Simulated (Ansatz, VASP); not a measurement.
## One calculation of YN, two programs

```
Y N
1.0
     0.00000    2.42213    2.42213
     2.42213    0.00000    2.42213
     2.42213    2.42213    0.00000
Y N
1 1
Direct
  0.00000 0.00000 0.00000
  0.50000 0.50000 0.50000
```

Change from the starting cell: volume scaled by 0.98, crystal datasets.

Alike in both runs: task electric field gradients; functional LDA; k mesh 9 × 9 × 9; occupations fermi-dirac, width 0.03 eV; no spin polarisation.

```csv
,VASP,Ansatz
version,VASP 6.6.1,Ansatz 0.2.0
potentials or method,"VASP PAW LDA potentials, release 64 (Y_sv, N), cutoff 520 eV","all-electron PAW with datasets made for the crystal, scalar-relativistic"
```

VASP gave:

| Quantity | Value |
| --- | --- |
| pressure (GPa) | -2.5 |

What did Ansatz give for the same quantities?

Pressure (GPa): -2.6.

LDA's correlation is that of Perdew and Zunger in VASP and of Perdew and Wang (1992) in Ansatz. Ansatz ran all-electron here, and VASP with PAW potentials.
